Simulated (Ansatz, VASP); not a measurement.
## One calculation of SiCl3, two programs

Contents of INCAR:

```
ALGO = Normal ; EDIFF = 1E-6
EDIFFG = -0.04 ; ENCUT = 600
GGA = PE ; IBRION = 2
ISIF = 3 ; ISMEAR = 0
LASPH = T ; LCHARG = F
LREAL = F ; LWAVE = F
NELM = 100 ; NSW = 90
PREC = Accurate ; SIGMA = 0.1
```

The input KPOINTS:

```
k-points
0
Gamma
  3 3 4
```

File POSCAR:

```
SiCl3
1.0
    6.2762372939      0.0000000000      0.0000000000
   -3.1381186470      5.4353809367      0.0000000000
    0.0000000000      0.0000000000      6.7614090984
Si Cl
2 6
Direct
    0.3333333333      0.6666666667      0.2500000000
    0.6666666667      0.3333333333      0.7500000000
    0.0455000000      0.3763000000      0.2500000000
    0.6692000000      0.0455000000      0.7500000000
    0.6237000000      0.6692000000      0.2500000000
    0.9545000000      0.6237000000      0.7500000000
    0.3308000000      0.9545000000      0.2500000000
    0.3763000000      0.3308000000      0.7500000000
```

Input for Ansatz:

```yaml
crystal:
  lattice:
    - [6.2762372939, 0.0, 0.0]
    - [-3.138118647, 5.4353809367, 0.0]
    - [0.0, 0.0, 6.7614090984]
  atoms:
    - { symbol: Si, position: [0.3333333333, 0.6666666667, 0.25] }
    - { symbol: Si, position: [0.6666666667, 0.3333333333, 0.75] }
    - { symbol: Cl, position: [0.0455, 0.3763, 0.25] }
    - { symbol: Cl, position: [0.6692, 0.0455, 0.75] }
    - { symbol: Cl, position: [0.6237, 0.6692, 0.25] }
    - { symbol: Cl, position: [0.9545, 0.6237, 0.75] }
    - { symbol: Cl, position: [0.3308, 0.9545, 0.25] }
    - { symbol: Cl, position: [0.3763, 0.3308, 0.75] }
basis:
  ecutwfc: 420
kpoints:
  mp_grid: { grid: [3, 3, 4] }
hamiltonian:
  xc: pbe
scf:
  occupations: { method: gaussian, width: 0.1 }
  lower_state_search: "off"
output:
  forces: true
  stress: true
  eigenvalues: true
relax:
  adjacent_minimum: "off"
  f_tol: 0.04
  max_steps: 70
  cell: { stress_tol: 0.4 }
```

Alike in both runs: task relaxation of cell and atoms; functional PBE; k mesh 3 × 3 × 4; occupations gaussian, width 0.1 eV; no spin polarisation.

```csv
,VASP,Ansatz
version,VASP 6.6.1,Ansatz 0.2.0
potentials or method,"VASP PAW PBE potentials, release 64 (Si, Cl), cutoff 600 eV","scalar-relativistic, plane waves, PAW"
valence electrons in the cell,50,50
```

```tsv
	VASP	Ansatz	Ansatz less VASP
gap on the k mesh at the Fermi level, each at its own relaxed structure (eV)	none	none	-
relaxed volume (Å³/atom)	38.29	38.78	+0.483
relaxed cell length with the largest relative difference (Å)	7.212	7.260	+0.0479
```

A gap of «none» marks a metal or a gap that the smearing closes.

The k mesh is coarse, so the values compare programs but aren't converged. Noted on VASP's run: the volume moved by over 15 % at a fixed basis, so the end points are rough.
